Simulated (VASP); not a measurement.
# Cu (Pm-3m) in VASP: further runs

Cu is run at these levels: PBEsol; tasks: single point.

Everything below comes from runs of VASP 6.6.1. Logs are shortened: lines on timing, memory, paths and dates and some standing lists are left out, and cuts for length are marked.

### 1 The cell of the first run

Symmetry: Pm-3m, No. 221, cubic system. Conventional cell: a = 2.172 Å, b = 2.172 Å, c = 2.172 Å, α = 90.00°, β = 90.00°, γ = 90.00°. Within 2.9 Å of Cu (site symmetry m-3m) lie 6 Cu at 2.17 Å.

### 2 Single point, PBEsol (volume scaled by 0.78)

Input file INCAR:

```
ALGO = Normal
EDIFF = 1E-7
ENCUT = 520
GGA = PS
ISIF = 2
ISMEAR = -1
LASPH = T
LCHARG = F
LREAL = F
LWAVE = F
NBANDS = 12
NELM = 80
PREC = Accurate
SIGMA = 0.08
```

Input file KPOINTS:

```
k-points
0
Gamma
  18 18 18
```

Input file POSCAR:

```
Cu
1.0
    2.1720686225      0.0000000000      0.0000000000
    0.0000000000      2.1720686225      0.0000000000
    0.0000000000      0.0000000000      2.1720686225
Cu
1
Direct
    0.0000000000      0.0000000000      0.0000000000
```

Potentials or basis: VASP PAW PBE potentials, release 64 (Cu).

Command:

```bash
cat potpaw_PBE.64/Cu/POTCAR > POTCAR
mpirun -np 1 vasp_std > vasp.out
```

OUTCAR:

```text
EDIFF = 1E-7
   ENCUT = 520
   GGA = PS
   ISIF = 2
   ISMEAR = -1
   LASPH = T
   LREAL = F
   NELM = 80
   PREC = Accurate

 ion  position               nearest neighbor table
   1  0.000  0.000  0.000-

  LATTYP: Found a simple cubic cell.
 ALAT       =     2.1720686225

  Lattice vectors:

 A1 = (   2.1720686225,   0.0000000000,   0.0000000000)
 A2 = (   0.0000000000,   2.1720686225,   0.0000000000)
 A3 = (   0.0000000000,   0.0000000000,   2.1720686225)

Analysis of symmetry for initial positions (statically):
=====================================================================
 Subroutine PRICEL returns:
 Original cell was already a primitive cell.

 Routine SETGRP: Setting up the symmetry group for a
 simple cubic supercell.

 Subroutine GETGRP returns: Found 48 space group operations
 (whereof 48 operations were pure point group operations)
 out of a pool of 48 trial point group operations.

The static configuration has the point symmetry O_h .

Analysis of symmetry for dynamics (positions and initial velocities):
=====================================================================
 Subroutine PRICEL returns:
 Original cell was already a primitive cell.

 Routine SETGRP: Setting up the symmetry group for a
 simple cubic supercell.

 Subroutine GETGRP returns: Found 48 space group operations
 (whereof 48 operations were pure point group operations)
 out of a pool of 48 trial point group operations.

The dynamic configuration has the point symmetry O_h .

 Subroutine INISYM returns: Found 48 space group operations
 (whereof 48 operations are pure point group operations),
 and found     1 'primitive' translations

----------------------------------------------------------------------------------------

                                     Primitive cell

  volume of cell :      10.2476

  direct lattice vectors                    reciprocal lattice vectors
     2.172068622  0.000000000  0.000000000     0.460390611  0.000000000  0.000000000
     0.000000000  2.172068622  0.000000000     0.000000000  0.460390611  0.000000000
     0.000000000  0.000000000  2.172068622     0.000000000  0.000000000  0.460390611

  length of vectors
     2.172068622  2.172068622  2.172068622     0.460390611  0.460390611  0.460390611

  position of ions in fractional coordinates (direct lattice)
     0.000000000  0.000000000  0.000000000

  ion indices of the primitive-cell ions
   primitive index   ion index
                 1           1

[... 71 lines left out ...]
   EDIFF  = 0.1E-06   stopping-criterion for ELM
   LREAL  =      F    real-space projection
   EDIFFG = 0.1E-05   stopping-criterion for IOM
   NSW    =      0    number of steps for IOM
   IBRION =     -1    ionic relax: 0-MD 1-quasi-New 2-CG
   NFREE  =      0    steps in history (QN), initial steepest desc. (CG)
   ISIF   =      2    stress and relaxation
   ISYM   =      2    0-nonsym 1-usesym 2-fastsym
   POTIM  = 0.5000    time-step for ionic-motion
   TEBEG  =    0.0;   TEEND  =   0.0 temperature during run
   PSTRESS=    0.0 pullay stress
   NELECT =      11.0000    total number of electrons
   NUPDOWN=      -1.0000    fix difference up-down
   EMIN   =  10.00;   EMAX   =-10.00  energy-range for DOS
   EFERMI =   0.00;   METHOD = LEGACY
   ISMEAR =    -1;   SIGMA  =   0.08  broadening in eV -4-tet -1-fermi 0-gaus
   EFERMI_NEDOS =   21; number of points for ismear=-14 and -15
   IALGO  =     38    algorithm
   IMIX   =      4    mixing-type and parameters
     AMIX     =   0.40;   BMIX     =  1.00
     AMIX_MAG =   1.60;   BMIX_MAG =  1.00
  volume/ion in A,a.u.               =      10.25        69.15
  Fermi-wavevector in a.u.,A,eV,Ry     =   1.676225  3.167605 38.228678  2.809729
  Thomas-Fermi vector in A             =   2.760705
   LORBIT       =      0    0 simple, 1 ext, 2 COOP (PROOUT), +10 PAW based schemes
   GGA     = PS    functional components
   LHFCALC =     F    Hartree Fock is set to
   AEXX    =    0.0000 exact exchange contribution
   IVDW    =     0    specifies the selected vdW correction
   LEPSILON=     F    determine dielectric tensor
   LRPA    =     F    only Hartree local field effects (RPA)
 non-spin polarized calculation
  energy-cutoff  :      520.00
  volume of cell :       10.25
 maximum number of plane-waves:       292
   NGX =  9   NGY =  9   NGZ =  9

 number of electron      10.9999973 magnetization

 Free energy of the ion-electron system (eV)
  ---------------------------------------------------
  ext. energy  EPLUGINS =         0.00000000
  ---------------------------------------------------
  free energy    TOTEN  =        -3.37711550 eV

  energy without entropy =       -3.37185422  energy(sigma->0) =       -3.37448486

 E-fermi :   9.1574     XC(G=0): -13.6690

 val. band max:        9.0746998003   @ k =   0.2778   0.2778   0.2778
 cond. band min:       9.1655380070   @ k =   0.4444   0.1667   0.1111
 fundamental gap:      0.0908382068
 Fermi energy:         9.1573815281

 k-point     1 :       0.0000    0.0000    0.0000
  band No.  band energies     occupation
      1      -1.1229      2.00000
      2       3.8174      2.00000
      3       3.8174      2.00000
      4       7.7449      2.00000
      5       7.7449      2.00000
      6       7.7449      2.00000
      7      30.2162      0.00000
      8      30.2162      0.00000
      9      30.2162      0.00000
     10      34.2417      0.00000
     11      34.2417      0.00000
     12      39.6736      0.00000
[... 331 lines left out ...]
 k-point    24 :       0.3333    0.1111    0.0000
  band No.  band energies     occupation
      1       2.4183      2.00000
      2       4.3605      2.00000
      3       5.2877      2.00000
      4       6.8169      2.00000
      5       6.9139      2.00000
      6       7.6860      2.00000
      7      16.5989      0.00000
      8      29.7732      0.00000
      9      35.3479      0.00000
     10      36.4785      0.00000
     11      38.9476      0.00000
     12      43.6224      0.00000

 [... further k-points ...]
[... 5 lines left out ...]
  --------------------------------------------------------------------------------------
  -------------------------------------------------------------------------------------
  Total        3.6544958      3.6544958      3.6544958      0.0000000      0.0000000     -0.0000000
  in kB      571.3699881    571.3699881    571.3699881      0.0000000      0.0000000     -0.0000000
  external PRESSURE =     571.3699881 kB  Pullay stress =       0.0000000 kB

 VOLUME and BASIS-vectors are now :
 -----------------------------------------------------------------------------
  energy-cutoff  :      520.00
  volume of cell :       10.25
      direct lattice vectors                 reciprocal lattice vectors
     2.172068622  0.000000000  0.000000000     0.460390611  0.000000000  0.000000000
     0.000000000  2.172068622  0.000000000     0.000000000  0.460390611  0.000000000
     0.000000000  0.000000000  2.172068622     0.000000000  0.000000000  0.460390611

 POSITION                                       TOTAL-FORCE (eV/Angst)
 -----------------------------------------------------------------------------------
      0.00000      0.00000      0.00000         0.000000      0.000000      0.000000
 -----------------------------------------------------------------------------------
    total drift:                               -0.000000      0.000000      0.000000

  FREE ENERGIE OF THE ION-ELECTRON SYSTEM (eV)
  ---------------------------------------------------
  free  energy   TOTEN  =        -3.3771155046 eV

  energy  without entropy=       -3.3718542176  energy(sigma->0) =       -3.37448486
```

stdout:

```text
POSCAR found type information on POSCAR Cu
 POSCAR found :  1 types and       1 ions
 scaLAPACK will be used
 -----------------------------------------------------------------------------
|                                                                             |
|                                                                             |
|     You enforced a specific xc type in the INCAR file but a different       |
|     I HOPE YOU KNOW WHAT YOU ARE DOING!                                     |
|                                                                             |
 -----------------------------------------------------------------------------

 LDA part: xc-table for (Slater+PW92), standard interpolation
 POSCAR, INCAR and KPOINTS ok, starting setup
 FFT: planning ... GRIDC
 FFT: planning ... GRID_SOFT
 FFT: planning ... GRID
 WAVECAR not read
 entering main loop
```

Run time: 13 s. Hardware: 1 thread of Intel Xeon 8259CL, shared host; peak memory 0.13 GiB.

Results:

```yaml
Free_energy: -3.3771 eV
Pressure: 57.1 GPa
```

Caveat: the PAW data sets were made with another functional, which shifts forces and pressure a little.

### 3 Single point, PBEsol (volume scaled by 0.88)

Input file INCAR:

```
  PREC = Accurate
  ENCUT = 520
  EDIFF = 1E-7
  ISMEAR = -1
  SIGMA = 0.08
  LREAL = False
  LASPH = True
  NELM = 100
  ALGO = Normal
  ISIF = 2
  LWAVE = False
  LCHARG = False
  GGA = PS
  NBANDS = 12
```

Input file KPOINTS:

```
regular mesh
0
Gamma
  18 18 18
```

Input file POSCAR:

```
Cu
1.0
    2.2611857074      0.0000000000      0.0000000000
    0.0000000000      2.2611857074      0.0000000000
    0.0000000000      0.0000000000      2.2611857074
Cu
1
Direct
    0.0000000000      0.0000000000      0.0000000000
```

Potentials or basis: VASP PAW PBE potentials, release 64 (Cu).

Command:

```bash
cat potpaw_PBE.64/Cu/POTCAR > POTCAR
mpirun -np 1 vasp_std > vasp.out
```

OUTCAR:

```text
PREC = Accurate
   ENCUT = 520
   EDIFF = 1E-7
   ISMEAR = -1
   LREAL = False
   LASPH = True
   NELM = 100
   ISIF = 2
   GGA = PS

 ion  position               nearest neighbor table
   1  0.000  0.000  0.000-

  LATTYP: Found a simple cubic cell.
 ALAT       =     2.2611857074

  Lattice vectors:

 A1 = (   2.2611857074,   0.0000000000,   0.0000000000)
 A2 = (   0.0000000000,   2.2611857074,   0.0000000000)
[... 528 lines left out ...]
      1       1.4705      2.00000
      2       3.3253      2.00000
      3       4.1351      2.00000
      4       5.3979      2.00000
      5       5.4828      2.00000
      6       6.1151      2.00000
      7      14.2885      0.00000
      8      26.6878      0.00000
      9      31.7751      0.00000
     10      33.2596      0.00000
     11      35.1937      0.00000
     12      39.6184      0.00000

 [... further k-points ...]
[... 5 lines left out ...]
  --------------------------------------------------------------------------------------
  -------------------------------------------------------------------------------------
  Total        1.6004995      1.6004995      1.6004995     -0.0000000     -0.0000000      0.0000000
  in kB      221.7979068    221.7979068    221.7979068     -0.0000000     -0.0000000      0.0000000
  external PRESSURE =     221.7979068 kB  Pullay stress =       0.0000000 kB

 VOLUME and BASIS-vectors are now :
 -----------------------------------------------------------------------------
  energy-cutoff  :      520.00
  volume of cell :       11.56
      direct lattice vectors                 reciprocal lattice vectors
     2.261185707  0.000000000  0.000000000     0.442245852  0.000000000  0.000000000
     0.000000000  2.261185707  0.000000000     0.000000000  0.442245852  0.000000000
     0.000000000  0.000000000  2.261185707     0.000000000  0.000000000  0.442245852

 POSITION                                       TOTAL-FORCE (eV/Angst)
 -----------------------------------------------------------------------------------
      0.00000      0.00000      0.00000         0.000000      0.000000      0.000000
 -----------------------------------------------------------------------------------
    total drift:                                0.000000      0.000000      0.000000

  FREE ENERGIE OF THE ION-ELECTRON SYSTEM (eV)
  ---------------------------------------------------
  free  energy   TOTEN  =        -3.6887857677 eV

  energy  without entropy=       -3.6832485263  energy(sigma->0) =       -3.68601715
```

Wall time 30 s (1 thread of Intel Xeon 8259CL, shared host); peak memory 0.14 GiB.

What came out:

```yaml
Free_energy: -3.6888 eV
Pressure: 22.2 GPa
```

Caveat: the PAW data sets were made with another functional, which shifts forces and pressure a little.

[end of part 1 of 2]
